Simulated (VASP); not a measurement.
Set up this calculation in VASP 6.6.1, as the native input.

```yaml
Task: relaxation of cell and atoms
Functional: LDA
Potentials_or_basis: VASP PAW LDA potentials, release 64 (Ba_sv, Zr_sv, O)
Cutoff: 600 eV
k_mesh: 5 × 5 × 5
Occupations: gaussian, width 0.01 eV
Spin: no spin polarisation
Dipole_correction: no
Further_INCAR_settings: ALGO = Normal; EDIFF = 1e-06; IBRION = 2; EDIFFG = -0.01; NSW = 80; ISIF = 3
```

The structure of BaZrO3 lies in POSCAR:

```
BaZrO3
1.0
    4.1913400000      0.0000000000      0.0000000000
    0.0000000000      4.1913400000      0.0000000000
    0.0000000000      0.0000000000      4.1913400000
Ba Zr O
1 1 3
Direct
    0.0000000000      0.0000000000      0.0000000000
    0.5000000000      0.5000000000      0.5000000000
    0.0000000000      0.5000000000      0.5000000000
    0.5000000000      0.0000000000      0.5000000000
    0.5000000000      0.5000000000      0.0000000000
```

The input as run:

INCAR

```
ALGO = Normal ; EDIFF = 1E-6
EDIFFG = -0.01 ; ENCUT = 600
IBRION = 2 ; ISIF = 3
ISMEAR = 0 ; LASPH = True
LCHARG = False ; LREAL = False
LWAVE = False ; NELM = 80
NSW = 80 ; PREC = Accurate
SIGMA = 0.01
```

KPOINTS

```
k-points
0
Gamma
  5 5 5
```

Potentials or basis: VASP PAW LDA potentials, release 64 (Ba_sv, Zr_sv, O).

Launch:

```bash
$ cat potpaw_LDA.64/Ba_sv/POTCAR potpaw_LDA.64/Zr_sv/POTCAR potpaw_LDA.64/O/POTCAR > POTCAR
$ mpirun -np 1 vasp_std > vasp.out
```

Results of the run:

```json
{"Relaxed volume": "14.38 Å³/atom", "Relaxed cell": "a = 4.158 Å, b = 4.158 Å, c = 4.158 Å, α = 90.00°, β = 90.00°, γ = 90.00°", "Space group after relaxing (to 0.1 Å)": "Pm-3m (No. 221)", "Energy gained by relaxing": "4.5 meV/atom", "Ionic steps": "3", "Pressure after relaxing": "0.0 GPa", "Band gap on the k mesh": "3.23 eV (least direct gap 3.31 eV)"}
```

Caveat: spin-orbit coupling is left out, which moves the levels of the heavy elements; an odd mesh through Γ misses points on the zone boundary, where band edges can lie.

It took 70 s on 1 thread of Intel Xeon 8259CL, with other jobs on the host, peak memory 0.2 GiB.
